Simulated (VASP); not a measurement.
Input of a VASP 6.6.1 run:

The input INCAR:

```
ALGO = Normal ; EDIFF = 1E-6
ENCUT = 500 ; GGA = PE
GGA_COMPAT = F ; ISIF = 2
ISMEAR = 0 ; LASPH = T
LCHARG = T ; LELF = T
LREAL = F ; LVHAR = T
LWAVE = F ; NBANDS = 16
NELM = 120 ; PREC = Accurate
SIGMA = 0.01
```

The input KPOINTS:

```
k-points
0
Gamma
  4 4 4
```

Contents of POSCAR:

```
CdSe
1.0
    0.0000000000      3.0677809654      3.0371031557
    3.0677809654      0.0000000000      3.0371031557
    3.0677809654      3.0677809654      0.0000000000
Cd Se
1 1
Direct
    0.0000000000      0.0000000000      0.0000000000
    0.2500000000      0.2500000000      0.2500000000
```

Potentials or basis: VASP PAW PBE potentials, release 64 (Cd, Se).

Run with:

```sh
$ cat potpaw_PBE.64/Cd/POTCAR potpaw_PBE.64/Se/POTCAR > POTCAR
$ mpirun -np 1 vasp_std > vasp.out
```

Task: What does it give for the pressure?

Result: 2.4 GPa.

Task: What does it give for the band gap on the k mesh?

Result: 0.54 eV, direct.

Stress tensor (GPa, compression positive):
```
2.38 0.00 0.00
0.00 2.38 0.00
0.00 0.00 2.53
```

Caveat: the k points lie up to 0.44 Å⁻¹ apart; the cell differs from its parent crystal (uniaxial z strain -1.0%).
